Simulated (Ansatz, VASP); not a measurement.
Sc4Ta: VASP beside Ansatz

Contents of INCAR:

```
ALGO     = Normal         # electronic algorithm
EDIFF    = 1E-7           # SCF threshold, eV
EDIFFG   = -0.04          # ionic threshold
ENCUT    = 600            # plane-wave cutoff, eV
GGA      = PE             # functional
IBRION   = 2              # ionic algorithm
ISIF     = 3              # what is computed and relaxed
ISMEAR   = 0              # smearing method
LASPH    = True           # aspherical terms in the spheres
LCHARG   = False          # write CHGCAR
LREAL    = False          # projectors in reciprocal space
LWAVE    = False          # write WAVECAR
NELM     = 100            # most SCF steps
NSW      = 90             # ionic steps
PREC     = Accurate       # precision mode
SIGMA    = 0.1            # smearing width, eV
```

Contents of KPOINTS:

```
k-points
0
Gamma
  4 4 4
```

The input POSCAR:

```
Sc4Ta
1.0
    4.6240033000      0.0000000000      0.0000000000
    0.0000000000      4.6240033000      0.0000000000
    0.0000000000      0.0000000000      4.6240033000
Sc Ta
4 1
Direct
    0.2500000000      0.2500000000      0.2500000000
    0.7500000000      0.7500000000      0.2500000000
    0.2500000000      0.7500000000      0.7500000000
    0.7500000000      0.2500000000      0.7500000000
    0.0000000000      0.0000000000      0.0000000000
```

Input for Ansatz:

```yaml
crystal:
  lattice:
    - [4.6240033, 0.0, 0.0]
    - [0.0, 4.6240033, 0.0]
    - [0.0, 0.0, 4.6240033]
  atoms:
    - { symbol: Sc, position: [0.25, 0.25, 0.25] }
    - { symbol: Sc, position: [0.75, 0.75, 0.25] }
    - { symbol: Sc, position: [0.25, 0.75, 0.75] }
    - { symbol: Sc, position: [0.75, 0.25, 0.75] }
    - { symbol: Ta, position: [0.0, 0.0, 0.0] }
basis:
  ecutwfc: 420
kpoints:
  mp_grid: { grid: [4, 4, 4] }
hamiltonian:
  xc: pbe
scf:
  occupations: { method: gaussian, width: 0.1 }
  lower_state_search: "off"
output:
  forces: true
  stress: true
  eigenvalues: true
relax:
  adjacent_minimum: "off"
  f_tol: 0.04
  max_steps: 70
  cell: { stress_tol: 0.4 }
```

Change from the starting cell: species swapped into the SnI4 type (P-43m, No. 215).

Alike in both runs: task relaxation of cell and atoms; functional PBE; k mesh 4 × 4 × 4; occupations gaussian, width 0.1 eV; no spin polarisation.

```csv
,VASP,Ansatz
version,VASP 6.6.1,Ansatz 0.2.0
potentials or method,"VASP PAW PBE potentials, release 64 (Sc_sv, Ta_pv), cutoff 600 eV","scalar-relativistic, plane waves, PAW"
valence electrons in the cell,55,57
```

|  | VASP | Ansatz | Ansatz less VASP |
| --- | --- | --- | --- |
| gap on the k mesh at the Fermi level, each at its own relaxed structure (eV) | none | none | - |
| relaxed volume (Å³/atom) | 25.31 | 25.20 | -0.114 |
| relaxed cell length with the largest relative difference (Å) | 5.021 | 5.013 | -0.0076 |

A gap of «none» marks a metal or a gap that the smearing closes. VASP's potentials hold 55 valence electrons a cell and Ansatz's 57, so a difference there can come from the potentials and not from the codes.

Spin-orbit coupling is off throughout. Noted on VASP's run: the volume moved by over 15 % at a fixed basis, so the end points are rough.
